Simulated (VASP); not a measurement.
Wanted: the native input for a VASP 6.6.1 run.

- Task: single point
- Functional: BLYP
- Potentials or basis: VASP PAW PBE potentials, release 64 (Fe)
- Cutoff: 520 eV
- k mesh: 15 × 15 × 15
- Occupations: fermi-dirac, width 0.1 eV
- Spin: no spin polarisation
- Dipole correction: no
- Further INCAR settings: ALGO = Normal; EDIFF = 1e-07; NBANDS = 10

The structure of Fe lies in POSCAR:

```
Fe
1.0
    2.3616687626      0.0000000000      0.0000000000
    0.0000000000      2.3616687626      0.0000000000
    0.0000000000      0.0000000000      2.3616687626
Fe
1
Direct
    0.0000000000      0.0000000000      0.0000000000
```

This cell differs from its parent crystal: volume scaled by 1.08.

One way to write it, as run:

INCAR

```
PREC = Accurate ; ENCUT = 520
EDIFF = 1E-7 ; ISMEAR = -1
SIGMA = 0.1 ; LREAL = F
LASPH = T ; NELM = 60
ALGO = Normal ; ISIF = 2
LWAVE = F ; LCHARG = F
GGA = B5 ; ALDAX = 1.0
AGGAX = 1.0 ; AGGAC = 1.0
ALDAC = 0.0 ; NBANDS = 10
```

KPOINTS

```
regular mesh
0
Gamma
  15 15 15
```

Potentials or basis: VASP PAW PBE potentials, release 64 (Fe).

Run with:

```bash
$ cat potpaw_PBE.64/Fe/POTCAR > POTCAR
$ mpirun -np 1 vasp_std > vasp.out
```

Results of the run:

* Pressure: -11.9 GPa
* Band gap on the k mesh: zero (band 4 reaches 6.77 eV, above the bottom of band 5 at 4.50 eV)

Caveat: the PAW data sets were made with another functional, which shifts forces and pressure a little; the run has no spin polarisation, though such a crystal can be magnetic.

Wall time 7 s on 1 thread of Intel(R) Xeon(R) 6975P-C (Granite Rapids) (shared host), peak memory 0.12 GiB.
